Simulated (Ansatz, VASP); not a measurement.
## One calculation of ZrZn, two programs

```xyz
2
Lattice="3.2608 0.0000 0.0000 0.0000 3.2608 0.0000 0.0000 0.0000 3.2608" Properties=species:S:1:pos:R:3 pbc="T T T"
Zr    1.6304    1.6304    1.6304
Zn    0.0000    0.0000    0.0000
```

Alike in both runs: functional LDA; k mesh 12 × 12 × 12; occupations fermi-dirac, width 0.15 eV; no spin polarisation.

Ansatz relaxed the structure, and its values are those at the end. VASP's run is a single point on that final structure, the one shown.

|  | VASP | Ansatz |
| --- | --- | --- |
| version | VASP 6.6.1 | Ansatz 0.2.0 |
| potentials or method | VASP PAW LDA potentials, release 64 (Zr_sv, Zn), cutoff 520 eV | scalar-relativistic, plane waves, PAW |
| valence electrons in the cell | 24 | 24 |

VASP gave:

* gap on the k mesh at the Fermi level (eV): none
* pressure (GPa): 0.4

Problem. Which values does Ansatz return?

Solution. gap on the k mesh at the Fermi level (eV): none; pressure (GPa): 0.0.

LDA's correlation is that of Perdew and Zunger in VASP and of Perdew and Wang (1992) in Ansatz. A gap of «none» marks a metal or a gap that the smearing closes.
